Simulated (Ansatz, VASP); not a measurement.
One calculation of Ge, two programs

```
Ge
1.0
     1.48805   -2.59469    0.00000
     1.48805    2.59469    0.00000
     0.00000    0.00000    4.72760
Ge
2
Cartesian
  1.4881 0.8643 1.1819
  1.4881 -0.8643 3.5457
```

Alike in both runs: task single point; functional PBE; k mesh 10 × 10 × 6; occupations gaussian, width 0.019 eV; no spin polarisation.

|  | VASP | Ansatz |
| --- | --- | --- |
| version | VASP 6.6.1 | Ansatz 0.2.0 |
| potentials or method | VASP PAW PBE potentials, release 64 (Ge_d) | Ansatz PAW |
| plane-wave cutoff (eV) | 520 | 420 |
| valence electrons in the cell | 28 | 28 |

VASP gave:

| Item | Value |
| --- | --- |
| gap on the k mesh at the Fermi level (eV) | none |
| pressure (GPa) | 4.4 |
| traceless stress, the component that is largest in VASP (GPa) | -1.18 |
| rms of the force components (eV/Å) | 0.008 |

**Question.** Estimate Ansatz's values.

**Answer.** gap on the k mesh at the Fermi level (eV): none; pressure (GPa): 4.3; traceless stress, the component that is largest in VASP (GPa): -1.19; rms of the force components (eV/Å): 0.008.

Atom by atom the forces differ by 0.000 eV/Å (rms over components). A gap of «none» marks a metal or a gap that the smearing closes.
